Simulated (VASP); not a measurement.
# SnTe (P1) in VASP: single point with PBEsol

Aim: the single point of SnTe with PBEsol.

Everything below comes from runs of VASP 6.6.1. Logs are shortened: lines on timing, memory, paths and dates and some standing lists are left out, and cuts for length are marked.

### Step 1. The cell of the first run

The typed cell holds 16 atoms: a = 8.937 Å, b = 8.937 Å, c = 8.937 Å, α = 60.00°, β = 60.00°, γ = 60.00°.

### Step 2. Single point, PBEsol

File INCAR:

```
SYSTEM = SnTe
PREC = Accurate
ENCUT = 520
EDIFF = 1E-6
ISMEAR = -1
SIGMA = 0.026
LREAL = Auto
LASPH = .TRUE.
NELM = 60
ALGO = Normal
ISIF = 2
LWAVE = .FALSE.
LCHARG = .FALSE.
GGA = PS
NBANDS = 94
```

File KPOINTS:

```
regular mesh
0
G
  2 2 2
  0 0 0
```

File POSCAR:

```
SnTe
1.0
    0.0000000000      6.3192370000      6.3192370000
    6.3192370000      0.0000000000      6.3192370000
    6.3192370000      6.3192370000      0.0000000000
Sn Te
8 8
Direct
   -0.0001528666      0.0016894445      0.0001300790
    0.0015131574     -0.0048637201      0.5023145991
   -0.0004588370      0.5045057655     -0.0042526495
   -0.0008871324      0.4953053668      0.5015243138
    0.4966044160     -0.0009016911      0.0005147773
    0.4987403543     -0.0010247281      0.5019679591
    0.5074819951      0.4935565797     -0.0010825674
    0.4921903546      0.5026575993      0.4980122600
    0.2547648553      0.2481445940      0.2502200028
    0.2523105242      0.2503530094      0.7451551509
    0.2482327376      0.7523564158      0.2520398428
    0.2535435053      0.7485255736      0.7486906251
    0.7454489363      0.2548947761      0.2542714413
    0.7470458854      0.2477566516      0.7576267515
    0.7521102627      0.7554032235      0.2436653349
    0.7577270009      0.7503270569      0.7458526243
```

Potentials or basis: VASP PAW PBE potentials, release 64 (Sn_d, Te).

On the command line:

```bash
> cat potpaw_PBE.64/Sn_d/POTCAR potpaw_PBE.64/Te/POTCAR > POTCAR
> mpirun -np 1 vasp_std > vasp.out
```

OUTCAR:

```text
SYSTEM = SnTe
   PREC = Accurate
   ENCUT = 520
   EDIFF = 1E-6
   ISMEAR = -1
   LREAL = Auto
   LASPH = .TRUE.
   NELM = 60
   ISIF = 2
   GGA = PS

 ion  position               nearest neighbor table
   1  1.000  0.002  0.000-  15 3.12  14 3.13  11 3.16  10 3.17  12 3.19  13 3.21
   2  0.002  0.995  0.502-  16 3.09  11 3.12  12 3.15  13 3.19   9 3.20  14 3.21
   3  1.000  0.505  0.996-  16 3.11  12 3.15  15 3.15  13 3.18  10 3.19   9 3.22
   4  0.999  0.495  0.502-  10 3.14   9 3.15  16 3.16  14 3.16  15 3.19  11 3.20
   5  0.497  0.999  0.001-  11 3.13  15 3.15   9 3.15  14 3.15  10 3.16  16 3.18
   6  0.499  0.999  0.502-  10 3.13  12 3.13   9 3.13  15 3.17  13 3.18  16 3.18
[... 8 lines left out ...]
  15  0.752  0.755  0.244-   1 3.12   5 3.15   3 3.15   6 3.17   4 3.19   8 3.24
  16  0.758  0.750  0.746-   2 3.09   3 3.11   4 3.16   6 3.18   5 3.18   7 3.20

  LATTYP: Found a face centered cubic cell.
 ALAT       =    12.6384740000

  Lattice vectors:

 A1 = (   0.0000000000,   6.3192370000,   6.3192370000)
 A2 = (   6.3192370000,   0.0000000000,   6.3192370000)
 A3 = (   6.3192370000,   6.3192370000,   0.0000000000)

Analysis of symmetry for initial positions (statically):
=====================================================================
 Subroutine PRICEL returns:
 Original cell was already a primitive cell.

 Routine SETGRP: Setting up the symmetry group for a
 face centered cubic supercell.

 Subroutine GETGRP returns: Found  1 space group operations
 (whereof  1 operations were pure point group operations)
 out of a pool of 48 trial point group operations.

The static configuration has the point symmetry C_1 .

Analysis of symmetry for dynamics (positions and initial velocities):
=====================================================================
 Subroutine PRICEL returns:
 Original cell was already a primitive cell.

 Routine SETGRP: Setting up the symmetry group for a
 face centered cubic supercell.

 Subroutine GETGRP returns: Found  1 space group operations
 (whereof  1 operations were pure point group operations)
 out of a pool of 48 trial point group operations.

The dynamic configuration has the point symmetry C_1 .

 Subroutine INISYM returns: Found  1 space group operations
 (whereof  1 operations are pure point group operations),
 and found     1 'primitive' translations

----------------------------------------------------------------------------------------

                                     Primitive cell

  volume of cell :     504.6891

  direct lattice vectors                    reciprocal lattice vectors
     0.000000000  6.319237000  6.319237000    -0.079123476  0.079123476  0.079123476
     6.319237000  0.000000000  6.319237000     0.079123476 -0.079123476  0.079123476
     6.319237000  6.319237000  0.000000000     0.079123476  0.079123476 -0.079123476

  length of vectors
     8.936750669  8.936750669  8.936750669     0.137045881  0.137045881  0.137045881

  position of ions in fractional coordinates (direct lattice)
     0.999847133  0.001689445  0.000130079
     0.001513157  0.995136280  0.502314599
     0.999541163  0.504505765  0.995747350
     0.999112868  0.495305367  0.501524314
     0.496604416  0.999098309  0.000514777
     0.498740354  0.998975272  0.501967959
[... 8 lines left out ...]
     0.752110263  0.755403223  0.243665335
     0.757727001  0.750327057  0.745852624

  ion indices of the primitive-cell ions
   primitive index   ion index
                 1           1
                 2           2
                 3           3
                 4           4
                 5           5
                 6           6
[... 8 lines left out ...]
                15          15
                16          16

----------------------------------------------------------------------------------------

 KPOINTS: regular mesh

Automatic generation of k-mesh.
 Grid dimensions read from file:
 generate k-points for:    2    2    2

 Generating k-lattice:

  Cartesian coordinates                     Fractional coordinates (reciprocal lattice)
    -0.039561738  0.039561738  0.039561738     0.500000000  0.000000000  0.000000000
     0.039561738 -0.039561738  0.039561738     0.000000000  0.500000000  0.000000000
     0.039561738  0.039561738 -0.039561738     0.000000000  0.000000000  0.500000000

  Length of vectors
     0.068522941  0.068522941  0.068522941

  Shift w.r.t. Gamma in fractional coordinates (k-lattice)
     0.000000000  0.000000000  0.000000000

 Subroutine IBZKPT returns following result:
 ===========================================

 Found      8 irreducible k-points:

 Following reciprocal coordinates:
            Coordinates               Weight
  0.000000  0.000000  0.000000      1.000000
  0.500000  0.000000  0.000000      1.000000
  0.000000  0.500000  0.000000      1.000000
  0.000000  0.000000  0.500000      1.000000
  0.500000  0.500000  0.500000      1.000000
  0.500000  0.500000  0.000000      1.000000
  0.000000  0.500000  0.500000      1.000000
  0.500000  0.000000  0.500000      1.000000
   k-points           NKPTS =      8   k-points in BZ     NKDIM =      8   number of bands    NBANDS=     94
   number of dos      NEDOS =    301   number of ions     NIONS =     16
   total plane-waves  NPLWV = 343000
   dimension x,y,z NGX =    70 NGY =   70 NGZ =   70
   dimension x,y,z NGXF=   140 NGYF=  140 NGZF=  140
   ions per type =               8   8
   NGX,Y,Z   is equivalent  to a cutoff of  13.02, 13.02, 13.02 a.u.
   NGXF,Y,Z  is equivalent  to a cutoff of  26.04, 26.04, 26.04 a.u.
 SYSTEM =  SnTe
   PREC   = accura    normal or accurate (medium, high low for compatibility)
   ISTART =      0    job   : 0-new  1-cont  2-samecut
   ICHARG =      2    charge: 1-file 2-atom 10-const
   ISPIN  =      1    spin polarized calculation?
   LNONCOLLINEAR =      F non collinear calculations
   LSORBIT =      F    spin-orbit coupling
   LASPH  =      T    aspherical Exc in radial PAW
   ENCUT  =  520.0 eV  38.22 Ry    6.18 a.u.  16.62 16.62 16.62*2*pi/ulx,y,z
   NELM   =     60;   NELMIN=  2; NELMDL= -5     # of ELM steps
   EDIFF  = 0.1E-05   stopping-criterion for ELM
   LREAL  =      T    real-space projection
   EDIFFG = 0.1E-04   stopping-criterion for IOM
   NSW    =      0    number of steps for IOM
   IBRION =     -1    ionic relax: 0-MD 1-quasi-New 2-CG
   NFREE  =      0    steps in history (QN), initial steepest desc. (CG)
   ISIF   =      2    stress and relaxation
   ISYM   =      2    0-nonsym 1-usesym 2-fastsym
   POTIM  = 0.5000    time-step for ionic-motion
   TEBEG  =    0.0;   TEEND  =   0.0 temperature during run
   PSTRESS=    0.0 pullay stress
   NELECT =     160.0000    total number of electrons
   NUPDOWN=      -1.0000    fix difference up-down
   EMIN   =  10.00;   EMAX   =-10.00  energy-range for DOS
   EFERMI =   0.00;   METHOD = LEGACY
   ISMEAR =    -1;   SIGMA  =   0.03  broadening in eV -4-tet -1-fermi 0-gaus
   EFERMI_NEDOS =   21; number of points for ismear=-14 and -15
   IALGO  =     38    algorithm
   IMIX   =      4    mixing-type and parameters
     AMIX     =   0.40;   BMIX     =  1.00
     AMIX_MAG =   1.60;   BMIX_MAG =  1.00
  volume/ion in A,a.u.               =      31.54       212.86
  Fermi-wavevector in a.u.,A,eV,Ry     =   1.116281  2.109465 16.953991  1.246083
  Thomas-Fermi vector in A             =   2.252893
   LORBIT       =      0    0 simple, 1 ext, 2 COOP (PROOUT), +10 PAW based schemes
   GGA     = PS    functional components
   LHFCALC =     F    Hartree Fock is set to
   AEXX    =    0.0000 exact exchange contribution
   IVDW    =     0    specifies the selected vdW correction
   LEPSILON=     F    determine dielectric tensor
   LRPA    =     F    only Hartree local field effects (RPA)
 non-spin polarized calculation
  energy-cutoff  :      520.00
  volume of cell :      504.69
 maximum number of plane-waves:     13635
 NGX is ok and might be reduce to    70
   NGX = 33   NGY = 33   NGZ = 33

 number of electron     159.9999996 magnetization

 Free energy of the ion-electron system (eV)
  ---------------------------------------------------
  ext. energy  EPLUGINS =         0.00000000
  ---------------------------------------------------
  free energy    TOTEN  =       -66.74916863 eV

  energy without entropy =      -66.73729963  energy(sigma->0) =      -66.74323413

 E-fermi :   6.6881     XC(G=0):  -9.6299

 val. band max:        6.6400407100   @ k =   0.0000   0.0000   0.0000
 cond. band min:       6.7316266461   @ k =   0.0000   0.0000   0.0000
 fundamental gap:      0.0915859361
 Fermi energy:         6.6880666971

 k-point     1 :       0.0000    0.0000    0.0000
  band No.  band energies     occupation
      1     -15.1465      2.00000
      2     -15.1435      2.00000
      3     -15.1419      2.00000
      4     -15.1353      2.00000
      5     -15.1341      2.00000
      6     -15.1334      2.00000
[... 84 lines left out ...]
     91       7.0710      0.00000
     92       7.0789      0.00000

 k-point     2 :       0.5000    0.0000    0.0000
  band No.  band energies     occupation
      1     -15.1420      2.00000
      2     -15.1405      2.00000
      3     -15.1382      2.00000
      4     -15.1373      2.00000
      5     -15.1345      2.00000
      6     -15.1338      2.00000
[... 559 lines left out ...]
     91       8.6575      0.00000
     92       8.7061      0.00000

 k-point     8 :       0.5000    0.0000    0.5000
  band No.  band energies     occupation
      1     -15.1421      2.00000
      2     -15.1395      2.00000
      3     -15.1360      2.00000
      4     -15.1350      2.00000
      5     -15.1342      2.00000
      6     -15.1324      2.00000
[... 84 lines left out ...]
     91       8.5795      0.00000
     92       8.7759      0.00000
 [bands above 92 left out]

------------------------ aborting loop because EDIFF is reached ----------------------------------------

  FORCE on cell =-STRESS in cart. coord.  units (eV):
  Direction    XX          YY          ZZ          XY          YZ          ZX
  --------------------------------------------------------------------------------------
  -------------------------------------------------------------------------------------
  Total       -3.6691224     -3.7020709     -3.5880202      0.1153195     -0.0124634     -0.0782196
  in kB      -11.6479327    -11.7525305    -11.3904672      0.3660914     -0.0395660     -0.2483146
  external PRESSURE =     -11.5969768 kB  Pullay stress =       0.0000000 kB

 VOLUME and BASIS-vectors are now :
 -----------------------------------------------------------------------------
  energy-cutoff  :      520.00
  volume of cell :      504.69
      direct lattice vectors                 reciprocal lattice vectors
     0.000000000  6.319237000  6.319237000    -0.079123476  0.079123476  0.079123476
     6.319237000  0.000000000  6.319237000     0.079123476 -0.079123476  0.079123476
     6.319237000  6.319237000  0.000000000     0.079123476  0.079123476 -0.079123476

 POSITION                                       TOTAL-FORCE (eV/Angst)
 -----------------------------------------------------------------------------------
      0.01150      6.31909      6.32895        -0.020589     -0.133873     -0.166447
      9.46275      3.18381      6.29806        -0.011152      0.018136      0.019623
      9.48045     12.60870      9.50443        -0.005058      0.030447     -0.087089
      6.29920      9.48288      9.44358        -0.034219     -0.057303     -0.031826
      6.31679      3.14141      9.45170        -0.019216      0.086615     -0.008735
      9.48482      6.32371      9.46442        -0.105732     -0.117021      0.048374
[... 8 lines left out ...]
      6.31335      6.29254      9.52633         0.039641     -0.001174      0.009507
      9.45471      9.50148      9.52975         0.066494      0.089672     -0.019586
 -----------------------------------------------------------------------------------
    total drift:                               -0.005781     -0.010165      0.023843

  FREE ENERGIE OF THE ION-ELECTRON SYSTEM (eV)
  ---------------------------------------------------
  free  energy   TOTEN  =       -66.7491686280 eV

  energy  without entropy=      -66.7372996280  energy(sigma->0) =      -66.74323413
```

Wall time 8.1 min (1 thread of Intel Xeon Platinum 8488C (Sapphire Rapids), shared host); peak memory 0.78 GiB.

What came out:

```
Free energy            : -66.7492 eV
Pressure               : -1.2 GPa
Largest force          : 0.215 eV/Å
Band gap on the k mesh : 0.09 eV
```

Forces on the atoms (eV/Å):
```
Sn  -0.021 -0.134 -0.166
Sn  -0.011  0.018  0.020
Sn  -0.005  0.030 -0.087
Sn  -0.034 -0.057 -0.032
Sn  -0.019  0.087 -0.009
Sn  -0.106 -0.117  0.048
Sn   0.041  0.005 -0.132
Sn  -0.004  0.039  0.020
Te   0.019  0.052  0.134
Te   0.149 -0.063  0.124
Te  -0.011  0.128 -0.056
Te   0.142 -0.088 -0.018
Te  -0.185 -0.022  0.046
Te  -0.062  0.033  0.118
Te   0.040 -0.001  0.010
Te   0.066  0.090 -0.020
```

Caveat: the k points lie up to 0.43 Å⁻¹ apart; the atoms stand as in a frame of molecular dynamics; semilocal functionals underestimate gaps, and a narrow one can read as zero; the PAW data sets were made with another functional, which shifts forces and pressure a little; spin-orbit coupling is left out, which moves the levels of the heavy elements.
